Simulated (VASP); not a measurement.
Here is a VASP 6.6.1 calculation.

INCAR

```
SYSTEM = TiC
ALGO = Normal
EDIFF = 1E-6
ENCUT = 600
GGA = PE
GGA_COMPAT = .False.
ISIF = 2
ISMEAR = 0
LASPH = .True.
LCHARG = .True.
LELF = .True.
LREAL = .False.
LVHAR = .True.
LWAVE = .False.
NBANDS = 15
NELM = 120
PREC = Accurate
SIGMA = 0.1
```

File KPOINTS:

```
k-points
0
Gamma
  8 8 8
  0 0 0
```

POSCAR

```
TiC
1.0
    0.0000000000      2.1734822251      2.1734822251
    2.1734822251      0.0000000000      2.1734822251
    2.1734822251      2.1734822251      0.0000000000
Ti C
1 1
Direct
    0.0000000000      0.0000000000      0.0000000000
    0.5000000000      0.5000000000      0.5000000000
```

Potentials or basis: VASP PAW PBE potentials, release 64 (Ti_sv, C).

Command:

```console
$ cat potpaw_PBE.64/Ti_sv/POTCAR potpaw_PBE.64/C/POTCAR > POTCAR
$ mpirun -np 1 vasp_std > vasp.out
```

Q: What does it give for the pressure?

A: -2.3 GPa.

Q: Estimate the band gap on the k mesh.

A: Zero (band 8 reaches 9.97 eV, above the bottom of band 9 at 8.89 eV).
